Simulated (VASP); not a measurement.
Here is a VASP 6.6.1 calculation.

The input INCAR:

```
SYSTEM = C
PREC = Accurate ; ENCUT = 520
EDIFF = 1E-7 ; ISMEAR = 1
SIGMA = 0.1 ; LREAL = .False.
LASPH = .True. ; NELM = 80
ALGO = Normal ; ISIF = 2
LWAVE = .False. ; LCHARG = .False.
GGA = PS ; NBANDS = 16
```

The input KPOINTS:

```
Automatic mesh
0
Gamma
  5 5 2
  0 0 0
```

File POSCAR:

```
C
1.0
    1.2280480000     -2.1270620000      0.0000000000
    1.2280480000      2.1270620000      0.0000000000
    0.0000000000      0.0000000000      7.1732680000
C
4
Direct
    0.0833790000      0.9166210000      0.7531380000
    0.5833790000      0.4166210000      0.2468620000
    0.9166210000      0.0833790000      0.2468620000
    0.4166210000      0.5833790000      0.7531380000
```

Potentials or basis: VASP PAW PBE potentials, release 64 (C).

The run is started by

```sh
$ cat potpaw_PBE.64/C/POTCAR > POTCAR
$ mpirun -np 1 vasp_std > vasp.out
```

Question: Predict the largest force.

Answer: 0.060 eV/Å.

Question: Predict the pressure.

Answer: 1.8 GPa.

Forces on the atoms (eV/Å):
```
C    0.000  0.059 -0.004
C    0.000  0.059  0.004
C    0.000 -0.059  0.004
C    0.000 -0.059 -0.004
```

Caveat: the k points lie up to 0.59 Å⁻¹ apart; the PAW data sets were made with another functional, which shifts forces and pressure a little; this functional lacks dispersion, which binds the layers, so the pressure and a relaxed spacing across them are unreliable.
